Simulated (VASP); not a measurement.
AlN, 4 atoms in the cell. The structure is monoclinic, space group Cm (No. 8). The conventional cell has a = 5.739 Å, b = 3.313 Å, c = 4.188 Å, α = 90.00°, β = 90.00°, γ = 90.00°. Within 2.3 Å of Al (site symmetry m) lie 4 N at 1.72 to 2.00 Å. Within 2.3 Å of Al (site symmetry m) lie 4 N at 1.72 to 2.05 Å. Within 2.3 Å of N (site symmetry m) lie 4 Al at 1.72 to 2.05 Å. Within 2.3 Å of N (site symmetry m) lie 4 Al at 1.72 to 2.00 Å.  This cell differs from its parent crystal: mode 4 frozen in at -0.246 Å and mode 10 at -0.066 Å (largest displacements).

```yaml
Program: VASP 6.6.1
Task: single point
Functional: PBE
Potentials_or_basis: VASP PAW PBE potentials, release 64 (Al, N)
Cutoff: 520 eV
k_mesh: 9 × 9 × 6
Occupations: gaussian, width 0.05 eV
Spin: no spin polarisation
Dipole_correction: no
Further_INCAR_settings: ALGO = Normal; EDIFF = 1e-07; NBANDS = 16
```

Potentials or basis: VASP PAW PBE potentials, release 64 (Al, N).

The run is started by

```sh
$ cat potpaw_PBE.64/Al/POTCAR potpaw_PBE.64/N/POTCAR > POTCAR
$ mpirun -np 1 vasp_std > vasp.out
```

Hardware: 1 thread of Intel(R) Xeon(R) 6975P-C (Granite Rapids) (shared host).

Estimate the wall time of this run.

Wall time 35 s on 1 thread of Intel(R) Xeon(R) 6975P-C (Granite Rapids), on a shared host, peak memory 0.21 GiB. Counts: scf iterations 15, k points 140.
